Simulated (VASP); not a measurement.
**BaTiO3: relaxation of the atoms with r2SCAN+U**

Crystal: BaTiO3.

```xyz
5
Lattice="2.9220 1.6870 2.3905 -2.9220 1.6870 2.3905 0.0000 -3.3740 2.3905" Properties=species:S:1:pos:R:3 pbc="T T T"
Ba    0.0000    0.0000    0.0144
Ti    0.0000    0.0000    3.6864
O    -1.4280    0.8245    4.6737
O     0.0000   -1.6489    4.6737
O     1.4280    0.8245    4.6737
```

This cell differs from its parent crystal: equal strain along all axes, cell held: +3.0 %.

```yaml
Program: VASP 6.6.1
Task: relaxation of the atoms
Functional: r2SCAN
Potentials_or_basis: VASP PAW PBE potentials, release 64 (Ba_sv, Ti_sv, O)
Cutoff: 580 eV
k_mesh: 6 × 6 × 6
Occupations: gaussian, width 0.02 eV
Spin: no spin polarisation
Hubbard_terms: Ti d U = 4.0 eV
Dipole_correction: no
Further_INCAR_settings: ALGO = Normal; EDIFF = 1e-07; IBRION = 2; EDIFFG = -0.008; NSW = 60
```

```json
{"Energy gained by relaxing": "1.0 meV/atom", "Ionic steps": "9", "Pressure after relaxing": "-8.9 GPa", "Largest force after relaxing": "0.005 eV/Å", "Band gap on the k mesh": "2.85 eV (least direct gap 3.29 eV)"}
```

Forces in eV/Å, atoms in the order of the input:
```
Ba   0.000  0.000 -0.005
Ti   0.000  0.000  0.002
O   -0.005  0.003  0.001
O    0.000 -0.005  0.001
O    0.005  0.003  0.001
```

Stress tensor (GPa, compression positive):
```
-9.00  0.00  0.00
 0.00 -9.00  0.00
 0.00  0.00 -8.58
```

The path:
| step | energy change (eV) | largest force (eV/Å) | pressure (GPa) |
| --- | --- | --- | --- |
| 1 | 0.0000 | 0.2538 | -7.68 |
| 2 | -0.0035 | 0.1185 | -8.28 |
| 3 | -0.0044 | 0.0565 | -8.93 |
| 4 | -0.0045 | 0.0488 | -8.80 |
| 5 | -0.0045 | 0.0474 | -8.78 |
| 6 | -0.0047 | 0.0371 | -8.80 |
| 7 | -0.0048 | 0.0217 | -8.83 |
| 8 | -0.0048 | 0.0210 | -8.82 |
| 9 | -0.0049 | 0.0054 | -8.86 |

Final structure:
```
Ba Ti O
1.0
     2.92196    1.68700    2.39054
    -2.92196    1.68700    2.39054
     0.00000   -3.37399    2.39054
Ba Ti O
1 1 3
Cartesian
  0.0000 0.0000 0.0061
  0.0000 0.0000 3.6597
  -1.4323 0.8269 4.6853
  0.0000 -1.6538 4.6853
  1.4323 0.8269 4.6853
```

Levels at points of the mesh, in eV from the valence-band top:
| k point | band 16 | band 17 | band 18 | band 19 | band 20 | band 21 | band 22 | band 23 | band 24 |
| --- | --- | --- | --- | --- | --- | --- | --- | --- | --- |
| (0.00, 0.00, 0.00) | -1.13 | -0.97 | -0.48 | -0.44 | -0.44 | 2.85 | 2.85 | 2.90 | 4.05 |
| (0.50, 0.00, 0.00) | -1.81 | -1.52 | -1.50 | -0.92 | -0.89 | 2.98 | 4.01 | 4.05 | 4.14 |
| (0.50, 0.50, 0.00) | -2.33 | -1.87 | -0.94 | -0.91 | -0.08 | 4.11 | 4.12 | 4.47 | 4.59 |
| (0.50, 0.50, 0.50) | -2.34 | -2.31 | -0.02 | -0.02 | 0.00 | 4.56 | 4.67 | 4.67 | 6.70 |

Eigenvalues of the final occupation matrices:
```tsv
site	spin	trace	eigenvalues
site 2 d	1	0.74	0.10 0.10 0.10 0.22 0.22
site 2 d	2	0.74	0.10 0.10 0.10 0.22 0.22
```

It took 6.3 min on 4 MPI ranks on Intel(R) Xeon(R) Platinum 8259CL CPU @ 2.50GHz (Skylake/Cascade Lake), on a shared host, peak memory 0.24 GiB a rank.

Caveat: the cell differs from its parent crystal (equal strain along all axes, cell held: +3.0 %); the PAW data sets were made with another functional, which shifts forces and pressure a little; spin-orbit coupling is left out, which moves the levels of the heavy elements. A k mesh can miss the band edges.
